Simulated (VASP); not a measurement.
Here is a VASP 6.6.1 calculation.

INCAR

```
SYSTEM = AlN
PREC = Accurate ; ENCUT = 520
EDIFF = 1E-8 ; ISMEAR = 0
SIGMA = 0.01 ; LREAL = .False.
LASPH = .True. ; NELM = 60
ALGO = Normal ; ISIF = 2
LWAVE = .False. ; LCHARG = .False.
GGA = PE ; NBANDS = 16
IBRION = 8 ; NSW = 1
```

The input KPOINTS:

```
regular mesh
0
Gamma
  8 8 4
  0 0 0
```

Contents of POSCAR:

```
AlN
1.0
    3.1302701034      0.0000000000      0.0000000000
   -1.5651350517      2.7108934303      0.0000000000
    0.0000000000      0.0000000000      5.0179591233
Al N
2 2
Direct
    0.3333333333      0.6666666667      0.0002275870
    0.6666666667      0.3333333333      0.5002275870
    0.3333333333      0.6666666667      0.3817724130
    0.6666666667      0.3333333333      0.8817724130
```

Potentials or basis: VASP PAW PBE potentials, release 64 (Al, N).

The run is started by

```bash
$ cat potpaw_PBE.64/Al/POTCAR potpaw_PBE.64/N/POTCAR > POTCAR
$ mpirun -np 1 vasp_std > vasp.out
```

Task: What does it give for the highest phonon frequency at Γ, LO-TO splitting left out?

Result: 707 cm⁻¹.

Phonon frequencies in cm⁻¹ (negative: imaginary):
| q point | frequencies |
| --- | --- |
| (0.000, 0.000, 0.000) | 0 0 0 237 237 535 594 636 636 649 649 707 |
